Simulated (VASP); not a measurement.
# Si8S in VASP: notebook

The runs below take Si8S through single point, with PBE+D3(BJ).

Everything below comes from runs of VASP 6.6.1. Logs are shortened: lines on timing, memory, paths and dates and some standing lists are left out, and cuts for length are marked.

## 1. The cell of the first run

The cell holds a slab with vacuum, 9 atoms: a = 3.816 Å, b = 6.313 Å, c = 21.232 Å, α = 90.00°, β = 90.00°, γ = 90.00°.

## 2. Single point, PBE+D3(BJ), collinear spin, ferromagnetic start

The input, INCAR:

```
SYSTEM = Si8S
ALGO = Normal ; DIPOL = 0.5 0.5 0.317
EDIFF = 1E-7 ; ENCUT = 520
GGA = PE ; IDIPOL = 3
ISIF = 2 ; ISMEAR = 0
ISPIN = 2 ; IVDW = 12
LASPH = .True. ; LCHARG = .False.
LDIPOL = .True. ; LORBIT = 11
LREAL = .False. ; LWAVE = .False.
MAGMOM = 0 0 0 0 0 0 0 0 2 ; NBANDS = 33
NELM = 150 ; PREC = Accurate
SIGMA = 0.05
```

The input, KPOINTS:

```
k-points
0
Gamma
  7 4 1
  0 0 0
```

The input, POSCAR:

```
Si8S
1.0
    3.8155170197      0.0000000000      0.0000000000
    0.0000000000      6.3129357895      0.0000000000
    0.0000000000      0.0000000000     21.2318711397
Si S
8 1
Direct
    0.0000000000      0.9369021388      0.1883960191
    0.0000000000      0.5630978612      0.1883960191
    0.5000000000      0.4369021388      0.2402729771
    0.5000000000      0.0630978612      0.2402729771
    0.5000000000      0.9332664454      0.3446595292
    0.5000000000      0.5667335546      0.3446595292
    0.0000000000      0.4266292815      0.3877129380
    0.0000000000      0.0733707185      0.3877129380
    0.0000000000      0.9266292815      0.5290099523
```

Potentials or basis: VASP PAW PBE potentials, release 64 (Si, S).

Command:

```bash
$ cat potpaw_PBE.64/Si/POTCAR potpaw_PBE.64/S/POTCAR > POTCAR
$ mpirun -np 1 vasp_std > vasp.out
```

OUTCAR:

```text
SYSTEM = Si8S
   EDIFF = 1E-7
   ENCUT = 520
   GGA = PE
   ISIF = 2
   ISMEAR = 0
   ISPIN = 2
   IVDW = 12
   LASPH = .True.
   LORBIT = 11
   LREAL = .False.
   NELM = 150
   PREC = Accurate
 IVDW          = 12

 ion  position               nearest neighbor table
   1  0.000  0.937  0.188-   4 2.34   4 2.34   2 2.36
   2  0.000  0.563  0.188-   3 2.34   3 2.34   1 2.36
   3  0.500  0.437  0.240-   2 2.34   2 2.34   4 2.36   6 2.36
   4  0.500  0.063  0.240-   1 2.34   1 2.34   3 2.36   5 2.36
   5  0.500  0.933  0.345-   8 2.29   8 2.29   6 2.31   4 2.36
   6  0.500  0.567  0.345-   7 2.29   7 2.29   5 2.31   3 2.36
   7  0.000  0.427  0.388-   8 2.23   6 2.29   6 2.29
   8  0.000  0.073  0.388-   7 2.23   5 2.29   5 2.29
   9  0.000  0.927  0.529-

  LATTYP: Found a simple orthorhombic cell.
 ALAT       =     3.8155170197
 B/A-ratio  =     1.6545426889
 C/A-ratio  =     5.5646118285

  Lattice vectors:

 A1 = (   3.8155170197,   0.0000000000,   0.0000000000)
 A2 = (   0.0000000000,   6.3129357895,   0.0000000000)
 A3 = (   0.0000000000,   0.0000000000,  21.2318711397)

Analysis of symmetry for initial positions (statically):
=====================================================================
 Subroutine PRICEL returns:
 Original cell was already a primitive cell.

 Routine SETGRP: Setting up the symmetry group for a
 simple orthorhombic supercell.

 Subroutine GETGRP returns: Found  2 space group operations
 (whereof  2 operations were pure point group operations)
 out of a pool of  8 trial point group operations.

The static configuration has the point symmetry C_1h.

Analysis of symmetry for dynamics (positions and initial velocities):
=====================================================================
 Subroutine PRICEL returns:
 Original cell was already a primitive cell.

 Routine SETGRP: Setting up the symmetry group for a
 simple orthorhombic supercell.

 Subroutine GETGRP returns: Found  2 space group operations
 (whereof  2 operations were pure point group operations)
 out of a pool of  8 trial point group operations.

The dynamic configuration has the point symmetry C_1h.

Analysis of structural, dynamic, and magnetic symmetry:
=====================================================================
 Subroutine PRICEL returns:
 Original cell was already a primitive cell.

 Routine SETGRP: Setting up the symmetry group for a
 simple orthorhombic supercell.

 Subroutine GETGRP returns: Found  2 space group operations
 (whereof  2 operations were pure point group operations)
 out of a pool of  8 trial point group operations.

The overall configuration has the point symmetry C_1h.

 Subroutine INISYM returns: Found  2 space group operations
 (whereof  2 operations are pure point group operations),
 and found     1 'primitive' translations

----------------------------------------------------------------------------------------

                                     Primitive cell

  volume of cell :     511.4145

  direct lattice vectors                    reciprocal lattice vectors
     3.815517020  0.000000000  0.000000000     0.262087679  0.000000000  0.000000000
     0.000000000  6.312935790  0.000000000     0.000000000  0.158404906  0.000000000
     0.000000000  0.000000000 21.231871140     0.000000000  0.000000000  0.047099005

  length of vectors
     3.815517020  6.312935790 21.231871140     0.262087679  0.158404906  0.047099005

  position of ions in fractional coordinates (direct lattice)
     0.000000000  0.936902139  0.188396019
     0.000000000  0.563097861  0.188396019
     0.500000000  0.436902139  0.240272977
     0.500000000  0.063097861  0.240272977
     0.500000000  0.933266445  0.344659529
     0.500000000  0.566733555  0.344659529
     0.000000000  0.426629281  0.387712938
     0.000000000  0.073370719  0.387712938
     0.000000000  0.926629281  0.529009952

  ion indices of the primitive-cell ions
   primitive index   ion index
                 1           1
[... 58 lines left out ...]
   PREC   = accura    normal or accurate (medium, high low for compatibility)
   ISTART =      0    job   : 0-new  1-cont  2-samecut
   ICHARG =      2    charge: 1-file 2-atom 10-const
   ISPIN  =      2    spin polarized calculation?
   LNONCOLLINEAR =      F non collinear calculations
   LSORBIT =      F    spin-orbit coupling
   LASPH  =      T    aspherical Exc in radial PAW
   ENCUT  =  520.0 eV  38.22 Ry    6.18 a.u.   7.09 11.74 39.48*2*pi/ulx,y,z
   NELM   =    150;   NELMIN=  2; NELMDL= -5     # of ELM steps
   EDIFF  = 0.1E-06   stopping-criterion for ELM
   LREAL  =      F    real-space projection
   EDIFFG = 0.1E-05   stopping-criterion for IOM
   NSW    =      0    number of steps for IOM
   IBRION =     -1    ionic relax: 0-MD 1-quasi-New 2-CG
   NFREE  =      0    steps in history (QN), initial steepest desc. (CG)
   ISIF   =      2    stress and relaxation
   ISYM   =      2    0-nonsym 1-usesym 2-fastsym
   POTIM  = 0.5000    time-step for ionic-motion
   TEBEG  =    0.0;   TEEND  =   0.0 temperature during run
   PSTRESS=    0.0 pullay stress
   NELECT =      38.0000    total number of electrons
   NUPDOWN=      -1.0000    fix difference up-down
   EMIN   =  10.00;   EMAX   =-10.00  energy-range for DOS
   EFERMI =   0.00;   METHOD = LEGACY
   ISMEAR =     0;   SIGMA  =   0.05  broadening in eV -4-tet -1-fermi 0-gaus
   EFERMI_NEDOS =   21; number of points for ismear=-14 and -15
   IALGO  =     38    algorithm
   IMIX   =      4    mixing-type and parameters
     AMIX     =   0.40;   BMIX     =  1.00
     AMIX_MAG =   1.60;   BMIX_MAG =  1.00
  volume/ion in A,a.u.               =      56.82       383.47
  Fermi-wavevector in a.u.,A,eV,Ry     =   0.688248  1.300600  6.444882  0.473685
  Thomas-Fermi vector in A             =   1.768994
   LORBIT       =     11    0 simple, 1 ext, 2 COOP (PROOUT), +10 PAW based schemes
   GGA     = PE    functional components
   LHFCALC =     F    Hartree Fock is set to
   AEXX    =    0.0000 exact exchange contribution
   IVDW    =    12    specifies the selected vdW correction
   LEPSILON=     F    determine dielectric tensor
   LRPA    =     F    only Hartree local field effects (RPA)
 spin polarized calculation
 Gauss-broadening in eV      SIGMA  =   0.05
  energy-cutoff  :      520.00
  volume of cell :      511.41
 maximum number of plane-waves:     13806
   NGX = 15   NGY = 23   NGZ = 79

 dipolmoment           0.000000      0.000000     -0.014651 electrons x Angstroem

 number of electron      38.0000000 magnetization       1.2460962

 dipolmoment           0.000000      0.000000      0.196128 electrons x Angstroem

 Free energy of the ion-electron system (eV)
  ---------------------------------------------------
  ext. energy  EPLUGINS =         0.00000000
  ---------------------------------------------------
  free energy    TOTEN  =       -41.57694259 eV

  energy without entropy =      -41.57300923  energy(sigma->0) =      -41.57497591

 E-fermi :  -1.5918     XC(G=0):  -4.2118

 val. band max:       -1.6364803566   @ k =   0.1429   0.2500   0.0000
 cond. band min:      -1.5689818795   @ k =   0.2857   0.0000   0.0000
 fundamental gap:      0.0674984771
 Fermi energy:        -1.5918496041

 spin component 1

 k-point     1 :       0.0000    0.0000    0.0000
  band No.  band energies     occupation
      1     -13.3016      1.00000
      2     -13.1030      1.00000
      3     -11.8931      1.00000
      4     -10.8493      1.00000
      5      -9.4451      1.00000
      6      -8.8438      1.00000
[... 397 lines left out ...]
     30       3.2958      0.00000
     31       3.5478      0.00000
 Fermi energy:        -1.5918496041

 spin component 2

 k-point     1 :       0.0000    0.0000    0.0000
  band No.  band energies     occupation
      1     -13.2490      1.00000
      2     -11.9948      1.00000
      3     -11.7553      1.00000
      4     -10.8591      1.00000
      5      -9.4546      1.00000
      6      -8.8509      1.00000
[... 397 lines left out ...]
     30       3.2834      0.00000
     31       3.5452      0.00000
 [bands above 31 left out]

------------------------ aborting loop because EDIFF is reached ----------------------------------------

 vacuum level on the upper side and lower side of the slab       (xc-potential included)         0.669        -0.750

 Edisp (eV)   -2.26946

 E8    (eV) :    -0.9718

  FORCE on cell =-STRESS in cart. coord.  units (eV):
  Direction    XX          YY          ZZ          XY          YZ          ZX
  --------------------------------------------------------------------------------------
  -------------------------------------------------------------------------------------
  Total       0.68712    -1.04343    -5.44930     0.00000     1.10679     0.00000
  in kB       2.15263    -3.26890   -17.07175     0.00000     3.46738     0.00000
  external pressure =       -6.06 kB  Pullay stress =        0.00 kB

 VOLUME and BASIS-vectors are now :
 -----------------------------------------------------------------------------
  energy-cutoff  :      520.00
  volume of cell :      511.41
      direct lattice vectors                 reciprocal lattice vectors
     3.815517020  0.000000000  0.000000000     0.262087679  0.000000000  0.000000000
     0.000000000  6.312935790  0.000000000     0.000000000  0.158404906  0.000000000
     0.000000000  0.000000000 21.231871140     0.000000000  0.000000000  0.047099005

 POSITION                                       TOTAL-FORCE (eV/Angst)
 -----------------------------------------------------------------------------------
      0.00000      5.91460      4.00000         0.000000     -0.725916      0.543183
      0.00000      3.55480      4.00000         0.000000      0.744451      0.568130
      1.90776      2.75814      5.10144         0.000000     -0.002357     -0.662329
      1.90776      0.39833      5.10144         0.000000     -0.016381     -0.543842
      1.90776      5.89165      7.31777         0.000000     -0.082569     -0.153818
      1.90776      3.57775      7.31777         0.000000     -0.070133      0.045544
      0.00000      2.69328      8.23187         0.000000      0.647031      0.210979
      0.00000      0.46318      8.23187         0.000000     -0.823188      1.521864
      0.00000      5.84975     11.23187         0.000000      0.329062     -1.529712
 -----------------------------------------------------------------------------------
    total drift:                               -0.000000      0.000017     -0.000209

  FREE ENERGIE OF THE ION-ELECTRON SYSTEM (eV)
  ---------------------------------------------------
  free  energy   TOTEN  =       -43.8464017389 eV

  energy  without entropy=      -43.8424683707  energy(sigma->0) =      -43.84443505

 vacuum level on the upper side and lower side of the slab         4.612         3.153

 total charge

# of ion       s       p       d       tot
------------------------------------------
    1        0.790   0.853   0.000   1.643
    2        0.792   0.848   0.000   1.640
    3        0.765   0.903   0.000   1.667
    4        0.758   0.913   0.000   1.671
    5        0.757   0.951   0.000   1.709
    6        0.758   0.944   0.000   1.702
    7        0.789   0.905   0.000   1.693
    8        0.776   0.880   0.000   1.657
    9        1.395   2.096   0.000   3.491
--------------------------------------------------
tot          7.580   9.292   0.000  16.872

 magnetization (x)

# of ion       s       p       d       tot
------------------------------------------
    1       -0.003  -0.017   0.000  -0.020
    2       -0.001  -0.001   0.000  -0.002
    3        0.000  -0.002   0.000  -0.002
    4       -0.000  -0.005   0.000  -0.005
    5       -0.001  -0.004   0.000  -0.005
    6       -0.001  -0.003   0.000  -0.003
    7        0.002   0.009   0.000   0.011
    8       -0.002  -0.020   0.000  -0.022
    9        0.020   0.795   0.000   0.815
--------------------------------------------------
tot          0.014   0.753   0.000   0.766
```

Wall time 14 min (1 thread of Intel Xeon 6975P-C (Granite Rapids), shared host); peak memory 0.81 GiB.

What came out:

* Free energy: -43.8464 eV
* Largest force: 1.730 eV/Å
* Net moment: 1.25 μB per cell
* Site moments: Si -0.02, -0.00, -0.01, +0.01; S +0.81 μB
* Valence electrons inside the program's atomic spheres: Si 1.64, 1.67, 1.71, 1.70, 1.69, 1.66; S 3.49
* Dispersion energy per atom: -0.252 eV

Forces on the atoms (eV/Å):
```
Si   0.000 -0.726  0.543
Si   0.000  0.744  0.568
Si   0.000 -0.002 -0.662
Si   0.000 -0.016 -0.544
Si   0.000 -0.083 -0.154
Si   0.000 -0.070  0.046
Si   0.000  0.647  0.211
Si   0.000 -0.823  1.522
S    0.000  0.329 -1.530
```

## 3. Single point, PBE+D3(BJ), collinear spin, ferromagnetic start

The input, INCAR:

```
PREC     = Accurate       # precision mode
ENCUT    = 520            # plane-wave cutoff, eV
EDIFF    = 1E-6           # SCF threshold, eV
ISMEAR   = 0              # smearing method
SIGMA    = 0.05           # smearing width, eV
LREAL    = False          # projectors in reciprocal space
LASPH    = True           # aspherical terms in the spheres
NELM     = 150            # most SCF steps
ALGO     = Normal         # electronic algorithm
ISIF     = 2              # what is computed and relaxed
LWAVE    = False          # write WAVECAR
LCHARG   = True           # write CHGCAR
ISPIN    = 2              # spin polarisation
MAGMOM   = 0 0 0 0 0 0 0 0 2 # initial moments
LORBIT   = 11             # projections on sites
LDIPOL   = True         
IDIPOL   = 3            
DIPOL    = 0.5 0.5 0.317
GGA      = PE             # functional
IVDW     = 12             # dispersion correction
LELF     = True           # ELF
LVHAR    = True         
LVACPOTAV= True         
NBANDS   = 33             # bands
```

The input, KPOINTS:

```
regular mesh
0
Gamma
  7 4 1
```

POSCAR: that of step 2 with these lines changed.

```diff
@@ -16,2 +16,2 @@
     0.0000000000      0.0733707185      0.3877129380
-    0.0000000000      0.9266292815      0.5290099523
+    0.0000000000      0.4266292815      0.5290099523
```

Potentials or basis: VASP PAW PBE potentials, release 64 (Si, S).

Command:

```bash
$ cat potpaw_PBE.64/Si/POTCAR potpaw_PBE.64/S/POTCAR > POTCAR
$ mpirun -np 1 vasp_std > vasp.out
```

Run time: 14 min. Hardware: 1 thread of Intel Xeon Platinum 8488C (Sapphire Rapids), shared host; peak memory 0.82 GiB.

The run converged. Its results:

```
Free energy                                           : -44.0507 eV
Largest force                                         : 2.023 eV/Å
Net moment                                            : 0.79 μB per cell
Site moments                                          : Si -0.01, -0.00, -0.02, -0.06; S +0.67 μB
Valence electrons inside the program's atomic spheres : Si 1.64, 1.67, 1.71, 1.65, 1.69; S 3.49
Dispersion energy per atom                            : -0.251 eV
```

Forces in eV/Å, atoms in the order of the input:
```
Si   0.000 -0.724  0.534
Si   0.000  0.700  0.544
Si   0.000  0.015 -0.528
Si   0.000  0.043 -0.634
Si   0.000 -0.097  0.076
Si   0.000  0.184 -0.153
Si   0.000  0.492  1.938
Si   0.000 -0.501  0.242
S    0.000 -0.112 -2.020
```

Levels at points of the mesh, in eV from the Fermi level:
Spin up:
| k point | band 16 | band 17 | band 18 | band 19 | band 20 | band 21 | band 22 | band 23 |
| --- | --- | --- | --- | --- | --- | --- | --- | --- |
| (0.00, 0.00, 0.00) | -1.00 | -0.56 | -0.19 | -0.08 | 0.28 | 0.66 | 1.34 | 1.77 |
| (0.00, 0.50, 0.00) | -1.09 | -1.03 | -0.84 | -0.31 | -0.16 | 0.92 | 1.40 | 1.95 |
Spin down:
```
           k point  band 16  band 17  band 18  band 19  band 20  band 21
(0.00, 0.00, 0.00)    -0.60    -0.12    -0.03     0.25     0.71     0.97
(0.00, 0.50, 0.00)    -1.09    -1.04    -0.30     0.02     0.91     0.98
```

## 4. Single point, PBE+D3(BJ), collinear spin, ferromagnetic start

The input, INCAR:

```
SYSTEM = Si8S
ALGO = Normal
DIPOL = 0.5 0.5 0.317
EDIFF = 1E-7
ENCUT = 520
GGA = PE
IDIPOL = 3
ISIF = 2
ISMEAR = 0
ISPIN = 2
IVDW = 12
LASPH = .True.
LCHARG = .False.
LDIPOL = .True.
LORBIT = 11
LREAL = .False.
LWAVE = .False.
MAGMOM = 0 0 0 0 0 0 0 0 2
NBANDS = 33
NELM = 150
PREC = Accurate
SIGMA = 0.05
```

The input, KPOINTS:

```
k-points
0
Gamma
  7 4 1
  0 0 0
```

POSCAR: that of step 3 with these lines changed.

```diff
@@ -16,2 +16,2 @@
     0.0000000000      0.0733707185      0.3877129380
-    0.0000000000      0.4266292815      0.5290099523
+    0.5000000000      0.9266292815      0.5290099523
```

Command:

```bash
$ cat potpaw_PBE.64/Si/POTCAR potpaw_PBE.64/S/POTCAR > POTCAR
$ mpirun -np 1 vasp_std > vasp.out
```

Run time: 9.9 min. Hardware: 1 thread of Intel Xeon 6975P-C (Granite Rapids), shared host; peak memory 0.83 GiB.

The run converged. Its results:

| Item | Value |
| --- | --- |
| Free energy | -43.3866 eV |
| Largest force | 0.985 eV/Å |
| Net moment | 1.51 μB per cell |
| Site moments | Si +0.00, -0.03, -0.01, -0.00, +0.02; S +0.93 μB |
| Valence electrons inside the program's atomic spheres | Si 1.64, 1.67, 1.70, 1.69, 1.66; S 3.50 |
| Dispersion energy per atom | -0.253 eV |

Forces on the atoms (eV/Å):
```
Si   0.000 -0.769  0.615
Si   0.000  0.747  0.555
Si   0.000 -0.009 -0.679
Si   0.000  0.016 -0.568
Si   0.000 -0.021 -0.003
Si   0.000 -0.040  0.106
Si   0.000  0.303  0.095
Si   0.000 -0.371  0.627
S    0.000  0.145 -0.749
```

Levels at points of the mesh, in eV from the Fermi level:
Spin up:
```
           k point  band 18  band 19  band 20  band 21  band 22  band 23
(0.00, 0.00, 0.00)    -0.55    -0.10     0.16     0.51     1.24     1.73
(0.00, 0.50, 0.00)    -0.97    -0.58    -0.54     0.81     1.31     1.90
```
Spin down:
| k point | band 16 | band 17 | band 18 | band 19 | band 20 | band 21 |
| --- | --- | --- | --- | --- | --- | --- |
| (0.00, 0.00, 0.00) | -0.43 | -0.11 | 0.13 | 0.24 | 0.61 | 0.95 |
| (0.00, 0.50, 0.00) | -1.05 | -1.04 | -0.20 | 0.10 | 0.85 | 0.95 |

[end of part 1 of 2]
